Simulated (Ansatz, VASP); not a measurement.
# KGe3 in VASP and in Ansatz

The input INCAR:

```
SYSTEM = KGe3
ALGO     = Normal         ! electronic algorithm
EDIFF    = 1E-6           ! SCF threshold, eV
ENCUT    = 520            ! plane-wave cutoff, eV
GGA      = PE             ! functional
ISIF     = 2              ! what is computed and relaxed
ISMEAR   = 0              ! smearing method
LASPH    = .True.         ! aspherical terms in the spheres
LCHARG   = .False.        ! write CHGCAR
LREAL    = .False.        ! projectors in reciprocal space
LWAVE    = .False.        ! write WAVECAR
NBANDS   = 61             ! bands
NELM     = 100            ! most SCF steps
PREC     = Accurate       ! precision mode
SIGMA    = 0.1            ! smearing width, eV
```

KPOINTS

```
k-points
0
Gamma
  4 4 4
  0 0 0
```

The input POSCAR:

```
KGe3
1.0
    6.0653918600      0.0000000000      0.0000000000
    0.0000000000      6.0653918600      0.0000000000
    0.0000000000      0.0000000000      6.0653918600
K Ge
2 6
Direct
    0.5000000000      0.5000000000      0.5000000000
    0.0000000000      0.0000000000      0.0000000000
    0.6498537000      0.0000000000      0.0000000000
    0.3501463000      0.0000000000      0.0000000000
    0.0000000000      0.6498537000      0.0000000000
    0.0000000000      0.3501463000      0.0000000000
    0.0000000000      0.0000000000      0.6498537000
    0.0000000000      0.0000000000      0.3501463000
```

Input for Ansatz:

```yaml
crystal:
  lattice:
    - [6.06539186, 0.0, 0.0]
    - [0.0, 6.06539186, 0.0]
    - [0.0, 0.0, 6.06539186]
  atoms:
    - { symbol: K, position: [0.5, 0.5, 0.5] }
    - { symbol: K, position: [0.0, 0.0, 0.0] }
    - { symbol: Ge, position: [0.6498537, 0.0, 0.0] }
    - { symbol: Ge, position: [0.3501463, 0.0, 0.0] }
    - { symbol: Ge, position: [0.0, 0.6498537, 0.0] }
    - { symbol: Ge, position: [0.0, 0.3501463, 0.0] }
    - { symbol: Ge, position: [0.0, 0.0, 0.6498537] }
    - { symbol: Ge, position: [0.0, 0.0, 0.3501463] }
basis:
  ecutwfc: 420
kpoints:
  mp_grid: { grid: [4, 4, 4] }
hamiltonian:
  xc: pbe
scf:
  occupations: { method: gaussian, width: 0.1 }
  lower_state_search: "off"
output:
  forces: true
  stress: true
  eigenvalues: true
```

Alike in both runs: task single point; functional PBE; k mesh 4 × 4 × 4; occupations gaussian, width 0.1 eV; no spin polarisation.

|  | VASP | Ansatz |
| --- | --- | --- |
| version | VASP 6.6.1 | Ansatz 0.2.0 |
| potentials or method | VASP PAW PBE potentials, release 64 (K_sv, Ge_d), cutoff 520 eV | scalar-relativistic, plane waves, PAW |
| valence electrons in the cell | 102 | 102 |

|  | VASP | Ansatz | Ansatz less VASP |
| --- | --- | --- | --- |
| gap on the k mesh at the Fermi level (eV) | none | none | - |
| rms of the force components (eV/Å) | 5.532 | 4.913 | -0.6189 |

Atom by atom the forces differ by 0.619 eV/Å (rms over components). A gap of «none» marks a metal or a gap that the smearing closes.
